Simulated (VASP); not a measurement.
A run of VASP 6.6.1 is set up as follows.

The input INCAR:

```
SYSTEM = Bi
  PREC = Accurate
  ENCUT = 520
  EDIFF = 1E-7
  ISMEAR = 0
  SIGMA = 0.05
  LREAL = .FALSE.
  LASPH = .TRUE.
  NELM = 60
  ALGO = Normal
  ISIF = 2
  LWAVE = .FALSE.
  LCHARG = .FALSE.
  NBANDS = 14
```

KPOINTS

```
regular mesh
0
G
  12 12 12
  0 0 0
```

Contents of POSCAR:

```
Bi
1.0
   -1.9814305318      1.9814305318      1.9814305318
    1.9814305318     -1.9814305318      1.9814305318
    1.9814305318      1.9814305318     -1.9814305318
Bi
1
Direct
    0.0000000000      0.0000000000      0.0000000000
```

Potentials or basis: VASP PAW LDA potentials, release 64 (Bi_d).

Launch:

```console
$ cat potpaw_LDA.64/Bi_d/POTCAR > POTCAR
$ mpirun -np 1 vasp_std > vasp.out
```

(1) What does it give for the pressure?

## Answers

(1) -3.4 GPa.
